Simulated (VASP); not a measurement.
# Zr2AgN2 (P4/mmm) in VASP: single point with PBE

Aim: the single point of Zr2AgN2 with PBE.

All numbers are computed with VASP 6.6.1; they aren't measurements. Logs are shortened: lines on timing, memory, paths and dates and some standing lists are left out, and cuts for length are marked.

### 1 The cell of the first run

The structure is tetragonal, space group P4/mmm (No. 123). Conventional cell: a = 4.313 Å, b = 4.313 Å, c = 4.396 Å, α = 90.00°, β = 90.00°, γ = 90.00°. Within 3.1 Å of Zr (site symmetry mmm) lie 4 N at 2.28 Å and 4 Zr at 3.05 Å and 4 Ag at 3.08 Å. Within 4.4 Å of Ag (site symmetry 4/mmm) lie 8 Zr at 3.08 Å and 16 N at 3.38 to 4.23 Å and 6 Ag at 4.31 to 4.40 Å. N (site symmetry 4mm) has 1 N at 1.46 Å within 1.9 Å.

### 2 Single point, PBE

INCAR

```
SYSTEM = Zr2AgN2
ALGO = Fast
EDIFF = 1E-6
ENCUT = 520
GGA = PE
ISIF = 2
ISMEAR = 0
LASPH = .True.
LCHARG = .False.
LREAL = .False.
LWAVE = .False.
NBANDS = 30
NELM = 100
PREC = Accurate
SIGMA = 0.1
```

KPOINTS

```
k-points
0
Gamma
  10 10 10
  0 0 0
```

POSCAR

```
Zr2AgN2
1.0
    4.3126461574      0.0000000000      0.0000000000
    0.0000000000      4.3126461574      0.0000000000
    0.0000000000      0.0000000000      4.3958714405
Zr Ag N
2 1 2
Direct
    0.0000000000      0.5000000000      0.5000000000
    0.5000000000      0.0000000000      0.5000000000
    0.0000000000      0.0000000000      0.0000000000
    0.5000000000      0.5000000000      0.3338450584
    0.5000000000      0.5000000000      0.6661549416
```

Potentials or basis: VASP PAW PBE potentials, release 64 (Zr_sv, Ag, N).

Started as:

```
$ cat potpaw_PBE.64/Zr_sv/POTCAR potpaw_PBE.64/Ag/POTCAR potpaw_PBE.64/N/POTCAR > POTCAR
$ mpirun -np 1 vasp_std > vasp.out
```

OUTCAR:

```text
SYSTEM = Zr2AgN2
   EDIFF = 1E-6
   ENCUT = 520
   GGA = PE
   ISIF = 2
   ISMEAR = 0
   LASPH = .True.
   LREAL = .False.
   NELM = 100
   PREC = Accurate

 ion  position               nearest neighbor table
   1  0.000  0.500  0.500-   4 2.28   5 2.28   4 2.28   5 2.28   2 3.05   2 3.05   2 3.05   2 3.05
                             3 3.08   3 3.08   3 3.08   3 3.08
   2  0.500  0.000  0.500-   4 2.28   5 2.28   4 2.28   5 2.28   1 3.05   1 3.05   1 3.05   1 3.05
                             3 3.08   3 3.08   3 3.08   3 3.08
   3  0.000  0.000  0.000-   1 3.08   2 3.08   1 3.08   2 3.08   1 3.08   1 3.08   2 3.08   2 3.08

   4  0.500  0.500  0.334-   5 1.46   2 2.28   1 2.28   2 2.28   1 2.28
   5  0.500  0.500  0.666-   4 1.46   2 2.28   1 2.28   2 2.28   1 2.28

  LATTYP: Found a simple tetragonal cell.
 ALAT       =     4.3126461574
 C/A-ratio  =     1.0192979623

  Lattice vectors:

 A1 = (   4.3126461574,   0.0000000000,   0.0000000000)
 A2 = (   0.0000000000,   4.3126461574,   0.0000000000)
 A3 = (   0.0000000000,   0.0000000000,   4.3958714405)

Analysis of symmetry for initial positions (statically):
=====================================================================
 Subroutine PRICEL returns:
 Original cell was already a primitive cell.

 Routine SETGRP: Setting up the symmetry group for a
 simple tetragonal supercell.

 Subroutine GETGRP returns: Found 16 space group operations
 (whereof 16 operations were pure point group operations)
 out of a pool of 16 trial point group operations.

The static configuration has the point symmetry D_4h.

Analysis of symmetry for dynamics (positions and initial velocities):
=====================================================================
 Subroutine PRICEL returns:
 Original cell was already a primitive cell.

 Routine SETGRP: Setting up the symmetry group for a
 simple tetragonal supercell.

 Subroutine GETGRP returns: Found 16 space group operations
 (whereof 16 operations were pure point group operations)
 out of a pool of 16 trial point group operations.

The dynamic configuration has the point symmetry D_4h.

 Subroutine INISYM returns: Found 16 space group operations
 (whereof 16 operations are pure point group operations),
 and found     1 'primitive' translations

----------------------------------------------------------------------------------------

                                     Primitive cell

  volume of cell :      81.7584

  direct lattice vectors                    reciprocal lattice vectors
     4.312646157  0.000000000  0.000000000     0.231876199  0.000000000  0.000000000
     0.000000000  4.312646157  0.000000000     0.000000000  0.231876199  0.000000000
     0.000000000  0.000000000  4.395871440     0.000000000  0.000000000  0.227486180

  length of vectors
     4.312646157  4.312646157  4.395871440     0.231876199  0.231876199  0.227486180

  position of ions in fractional coordinates (direct lattice)
     0.000000000  0.500000000  0.500000000
     0.500000000  0.000000000  0.500000000
     0.000000000  0.000000000  0.000000000
     0.500000000  0.500000000  0.333845058
     0.500000000  0.500000000  0.666154942

  ion indices of the primitive-cell ions
   primitive index   ion index
                 1           1
                 2           2
                 3           3
                 4           4
                 5           5

----------------------------------------------------------------------------------------

 KPOINTS: k-points

Automatic generation of k-mesh.
 Grid dimensions read from file:
 generate k-points for:   10   10   10

 Generating k-lattice:

  Cartesian coordinates                     Fractional coordinates (reciprocal lattice)
     0.023187620  0.000000000  0.000000000     0.100000000  0.000000000  0.000000000
     0.000000000  0.023187620  0.000000000     0.000000000  0.100000000  0.000000000
     0.000000000  0.000000000  0.022748618     0.000000000  0.000000000  0.100000000

  Length of vectors
     0.023187620  0.023187620  0.022748618

  Shift w.r.t. Gamma in fractional coordinates (k-lattice)
     0.000000000  0.000000000  0.000000000

 Subroutine IBZKPT returns following result:
 ===========================================

 Found    126 irreducible k-points:

 Following reciprocal coordinates:
            Coordinates               Weight
  0.000000  0.000000  0.000000      1.000000
  0.100000  0.000000  0.000000      4.000000
  0.200000  0.000000  0.000000      4.000000
  0.300000  0.000000  0.000000      4.000000
  0.400000  0.000000  0.000000      4.000000
  0.500000  0.000000  0.000000      2.000000
[... 16 lines left out ...]
  0.100000  0.000000  0.100000      8.000000
  0.200000  0.000000  0.100000      8.000000
 [... further k-points ...]
   k-points           NKPTS =    126   k-points in BZ     NKDIM =    126   number of bands    NBANDS=     30
   number of dos      NEDOS =    301   number of ions     NIONS =      5
   total plane-waves  NPLWV =  36864
   dimension x,y,z NGX =    32 NGY =   32 NGZ =   36
   dimension x,y,z NGXF=    64 NGYF=   64 NGZF=   72
   ions per type =               2   1   2
   NGX,Y,Z   is equivalent  to a cutoff of  12.34, 12.34, 13.61 a.u.
   NGXF,Y,Z  is equivalent  to a cutoff of  24.67, 24.67, 27.23 a.u.
 SYSTEM =  Zr2AgN2
   PREC   = accura    normal or accurate (medium, high low for compatibility)
   ISTART =      0    job   : 0-new  1-cont  2-samecut
   ICHARG =      2    charge: 1-file 2-atom 10-const
   ISPIN  =      1    spin polarized calculation?
   LNONCOLLINEAR =      F non collinear calculations
   LSORBIT =      F    spin-orbit coupling
   LASPH  =      T    aspherical Exc in radial PAW
   ENCUT  =  520.0 eV  38.22 Ry    6.18 a.u.   8.02  8.02  8.17*2*pi/ulx,y,z
   NELM   =    100;   NELMIN=  2; NELMDL= -5     # of ELM steps
   EDIFF  = 0.1E-05   stopping-criterion for ELM
   LREAL  =      F    real-space projection
   EDIFFG = 0.1E-04   stopping-criterion for IOM
   NSW    =      0    number of steps for IOM
   IBRION =     -1    ionic relax: 0-MD 1-quasi-New 2-CG
   NFREE  =      0    steps in history (QN), initial steepest desc. (CG)
   ISIF   =      2    stress and relaxation
   ISYM   =      2    0-nonsym 1-usesym 2-fastsym
   POTIM  = 0.5000    time-step for ionic-motion
   TEBEG  =    0.0;   TEEND  =   0.0 temperature during run
   PSTRESS=    0.0 pullay stress
   NELECT =      45.0000    total number of electrons
   NUPDOWN=      -1.0000    fix difference up-down
   EMIN   =  10.00;   EMAX   =-10.00  energy-range for DOS
   EFERMI =   0.00;   METHOD = LEGACY
   ISMEAR =     0;   SIGMA  =   0.10  broadening in eV -4-tet -1-fermi 0-gaus
   EFERMI_NEDOS =   21; number of points for ismear=-14 and -15
   IALGO  =     68    algorithm
   IMIX   =      4    mixing-type and parameters
     AMIX     =   0.40;   BMIX     =  1.00
     AMIX_MAG =   1.60;   BMIX_MAG =  1.00
  volume/ion in A,a.u.               =      16.35       110.35
  Fermi-wavevector in a.u.,A,eV,Ry     =   1.341636  2.535325 24.490322  1.799988
  Thomas-Fermi vector in A             =   2.469854
   LORBIT       =      0    0 simple, 1 ext, 2 COOP (PROOUT), +10 PAW based schemes
   GGA     = PE    functional components
   LHFCALC =     F    Hartree Fock is set to
   AEXX    =    0.0000 exact exchange contribution
   IVDW    =     0    specifies the selected vdW correction
   LEPSILON=     F    determine dielectric tensor
   LRPA    =     F    only Hartree local field effects (RPA)
 non-spin polarized calculation
 RMM-DIIS sequential band-by-band and
 Gauss-broadening in eV      SIGMA  =   0.10
  energy-cutoff  :      520.00
  volume of cell :       81.76
 maximum number of plane-waves:      2248
   NGX = 17   NGY = 17   NGZ = 17

 number of electron      44.9999990 magnetization

 Free energy of the ion-electron system (eV)
  ---------------------------------------------------
  ext. energy  EPLUGINS =         0.00000000
  ---------------------------------------------------
  free energy    TOTEN  =       -37.26280893 eV

  energy without entropy =      -37.24578530  energy(sigma->0) =      -37.25429711

 E-fermi :   7.8617     XC(G=0): -11.0564

 val. band max:        7.8528581692   @ k =   0.5000   0.5000   0.0000
 cond. band min:       7.8620680514   @ k =   0.1000   0.0000   0.0000
 fundamental gap:      0.0092098822
 Fermi energy:         7.8616605574

 k-point     1 :       0.0000    0.0000    0.0000
  band No.  band energies     occupation
      1     -41.4337      2.00000
      2     -41.2541      2.00000
      3     -19.8077      2.00000
      4     -19.8077      2.00000
      5     -19.5852      2.00000
      6     -19.3701      2.00000
[... 22 lines left out ...]
     29      12.3965      0.00000
     30      12.5462      0.00000

 k-point     2 :       0.1000    0.0000    0.0000
  band No.  band energies     occupation
      1     -41.4292      2.00000
      2     -41.2584      2.00000
      3     -19.8054      2.00000
      4     -19.7909      2.00000
      5     -19.5798      2.00000
      6     -19.3752      2.00000
[... 22 lines left out ...]
     29      12.3145      0.00000
     30      12.6518      0.00000

 k-point     3 :       0.2000    0.0000    0.0000
  band No.  band energies     occupation
      1     -41.4162      2.00000
      2     -41.2708      2.00000
      3     -19.7972      2.00000
      4     -19.7420      2.00000
      5     -19.5641      2.00000
      6     -19.3899      2.00000
[... 22 lines left out ...]
     29      12.7252      0.00000
     30      15.9580      0.00000

 k-point     4 :       0.3000    0.0000    0.0000
  band No.  band energies     occupation
      1     -41.3960      2.00000
      2     -41.2904      2.00000
      3     -19.7814      2.00000
      4     -19.6657      2.00000
      5     -19.5397      2.00000
      6     -19.4131      2.00000
[... 22 lines left out ...]
     29      12.3395      0.00000
     30      12.7719      0.00000

 k-point     5 :       0.4000    0.0000    0.0000
  band No.  band energies     occupation
      1     -41.3707      2.00000
      2     -41.3151      2.00000
      3     -19.7605      2.00000
      4     -19.5717      2.00000
      5     -19.5094      2.00000
      6     -19.4425      2.00000
[... 22 lines left out ...]
     29      11.4293      0.00000
     30      12.7861      0.00000
[... 526 lines left out ...]
     29      11.0446      0.00000
     30      16.6279      0.00000

 k-point    22 :       0.0000    0.0000    0.1000
  band No.  band energies     occupation
      1     -41.4336      2.00000
      2     -41.2540      2.00000
      3     -19.8077      2.00000
      4     -19.8077      2.00000
      5     -19.5877      2.00000
      6     -19.3716      2.00000
[... 22 lines left out ...]
     29      12.8973      0.00000
     30      16.0263      0.00000

 k-point    23 :       0.1000    0.0000    0.1000
  band No.  band energies     occupation
      1     -41.4291      2.00000
      2     -41.2583      2.00000
      3     -19.8053      2.00000
      4     -19.7909      2.00000
      5     -19.5822      2.00000
      6     -19.3767      2.00000
[... 22 lines left out ...]
     29      12.8402      0.00000
     30      15.5467      0.00000

 k-point    24 :       0.2000    0.0000    0.1000
  band No.  band energies     occupation
      1     -41.4161      2.00000
      2     -41.2708      2.00000
      3     -19.7971      2.00000
      4     -19.7420      2.00000
      5     -19.5663      2.00000
      6     -19.3914      2.00000
[... 22 lines left out ...]
     29      12.3298      0.00000
     30      13.3254      0.00000

 [... further k-points ...]
[... 5 lines left out ...]
  --------------------------------------------------------------------------------------
  -------------------------------------------------------------------------------------
  Total        0.0685559      0.0685559      0.1776762      0.0000000     -0.0000000      0.0000000
  in kB        1.3434538      1.3434538      3.4818270      0.0000000     -0.0000000      0.0000000
  external PRESSURE =       2.0562448 kB  Pullay stress =       0.0000000 kB

 VOLUME and BASIS-vectors are now :
 -----------------------------------------------------------------------------
  energy-cutoff  :      520.00
  volume of cell :       81.76
      direct lattice vectors                 reciprocal lattice vectors
     4.312646157  0.000000000  0.000000000     0.231876199  0.000000000  0.000000000
     0.000000000  4.312646157  0.000000000     0.000000000  0.231876199  0.000000000
     0.000000000  0.000000000  4.395871440     0.000000000  0.000000000  0.227486180

 POSITION                                       TOTAL-FORCE (eV/Angst)
 -----------------------------------------------------------------------------------
      0.00000      2.15632      2.19794         0.000000      0.000000     -0.000000
      2.15632      0.00000      2.19794         0.000000      0.000000     -0.000000
      0.00000      0.00000      0.00000         0.000000      0.000000     -0.000000
      2.15632      2.15632      1.46754         0.000000     -0.000000     -0.143417
      2.15632      2.15632      2.92833        -0.000000     -0.000000      0.143417
 -----------------------------------------------------------------------------------
    total drift:                                0.000000      0.000000     -0.000000

  FREE ENERGIE OF THE ION-ELECTRON SYSTEM (eV)
  ---------------------------------------------------
  free  energy   TOTEN  =       -37.2628089273 eV

  energy  without entropy=      -37.2457852987  energy(sigma->0) =      -37.25429711
```

Run time: 5.7 min. Hardware: 1 thread of Intel Xeon Platinum 8488C (Sapphire Rapids), shared host; peak memory 0.41 GiB.

Results:

```
Free energy            : -37.2628 eV
Pressure               : 0.2 GPa
Largest force          : 0.143 eV/Å
Band gap on the k mesh : zero (an odd number of electrons rules out a gap without spin polarisation)
```

Forces in eV/Å, atoms in the order of the input:
```
Zr   0.000  0.000  0.000
Zr   0.000  0.000  0.000
Ag   0.000  0.000  0.000
N    0.000  0.000 -0.143
N    0.000  0.000  0.143
```

Levels at points of the mesh, in eV from the Fermi level:
| k point | band 19 | band 20 | band 21 | band 22 | band 23 | band 24 | band 25 | band 26 |
| --- | --- | --- | --- | --- | --- | --- | --- | --- |
| (0.00, 0.00, 0.00) | -3.12 | -2.70 | -2.70 | -1.68 | -0.01 | 1.91 | 2.62 | 2.62 |
| (0.50, 0.00, 0.00) | -3.17 | -2.83 | -1.53 | -0.02 | 0.04 | 0.57 | 1.39 | 1.55 |
| (0.50, 0.50, 0.00) | -1.77 | -1.47 | -1.10 | -1.10 | -0.41 | -0.41 | -0.01 | -0.01 |
| (0.00, 0.00, 0.50) | -3.65 | -3.65 | -3.35 | -2.11 | -1.87 | 1.25 | 1.25 | 1.97 |
| (0.50, 0.00, 0.50) | -3.67 | -2.77 | -1.90 | 0.17 | 0.59 | 0.62 | 1.58 | 1.83 |
| (0.50, 0.50, 0.50) | -3.26 | -1.60 | -1.60 | 0.32 | 0.32 | 0.45 | 2.63 | 2.77 |
